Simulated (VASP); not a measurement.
Wanted: the native input for a VASP 6.6.1 run.

```yaml
Task: single point
Functional: LDA
Potentials_or_basis: VASP PAW LDA potentials, release 64 (Na_pv)
Cutoff: 520 eV
k_mesh: 7 × 7 × 7
Occupations: fermi-dirac, width 0.1 eV
Spin: no spin polarisation
Dipole_correction: no
Further_INCAR_settings: ALGO = Normal; EDIFF = 1e-07; NBANDS = 10
```

The structure of Na lies in POSCAR:

```
Na
1.0
   -2.0287155323      2.0287155323      2.0287155323
    2.0287155323     -2.0287155323      2.0287155323
    2.0287155323      2.0287155323     -2.0287155323
Na
1
Direct
    0.0000000000      0.0000000000      0.0000000000
```

The input as run:

INCAR

```
SYSTEM = Na
ALGO = Normal
EDIFF = 1E-7
ENCUT = 520
GGA = CA
ISIF = 2
ISMEAR = -1
LASPH = .TRUE.
LCHARG = .TRUE.
LELF = .TRUE.
LREAL = .FALSE.
LVHAR = .TRUE.
LWAVE = .FALSE.
NBANDS = 10
NELM = 100
PREC = Accurate
SIGMA = 0.1
```

KPOINTS

```
k-points
0
G
  7 7 7
  0 0 0
```

Potentials or basis: VASP PAW LDA potentials, release 64 (Na_pv).

The run is started by

```console
$ cat potpaw_LDA.64/Na_pv/POTCAR > POTCAR
$ mpirun -np 1 vasp_std > vasp.out
```

It gave:

```json
{"Pressure": "0.0 GPa"}
```

It took 5.1 s on 1 thread of Intel(R) Xeon(R) Platinum 8259CL CPU @ 2.50GHz (Skylake/Cascade Lake), with other jobs on the host, peak memory 0.12 GiB.
